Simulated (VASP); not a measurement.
PbO2, 6 atoms in the cell. The structure is tetragonal, space group P4_2/nmc (No. 137). Conventional cell: a = 3.785 Å, b = 3.785 Å, c = 5.744 Å, α = 90.00°, β = 90.00°, γ = 90.00°. Pb (site symmetry -4m2) has 8 O at 2.17 to 2.62 Å within 2.9 Å. O (site symmetry 2mm) has 4 Pb at 2.17 to 2.62 Å and 6 O at 2.78 to 2.87 Å within 2.9 Å. 

| Property | Result |
| --- | --- |
| Program | VASP 6.6.1 |
| Task | relaxation of cell and atoms |
| Functional | PBE |
| Potentials or basis | VASP PAW PBE potentials, release 64 (Pb_d, O) |
| Cutoff | 600 eV |
| k mesh | 10 × 10 × 8 |
| Occupations | gaussian, width 0.1 eV |
| Spin | no spin polarisation |
| Dipole correction | no |
| Further INCAR settings | ALGO = Normal; EDIFF = 1e-06; IBRION = 2; EDIFFG = -0.01; NSW = 100; ISIF = 3 |

Potentials or basis: VASP PAW PBE potentials, release 64 (Pb_d, O).

Command:

```sh
$ cat potpaw_PBE.64/Pb_d/POTCAR potpaw_PBE.64/O/POTCAR > POTCAR
$ mpirun -np 1 vasp_std > vasp.out
```

Hardware: 1 thread of Intel(R) Xeon(R) 6975P-C (Granite Rapids) (shared host).

Q: How long does it take, and how much memory?

A: It took 5.3 min on 1 thread of Intel(R) Xeon(R) 6975P-C (Granite Rapids), with other jobs on the host, peak memory 0.4 GiB. Counts: scf iterations 30, k points 105, ion steps 4.
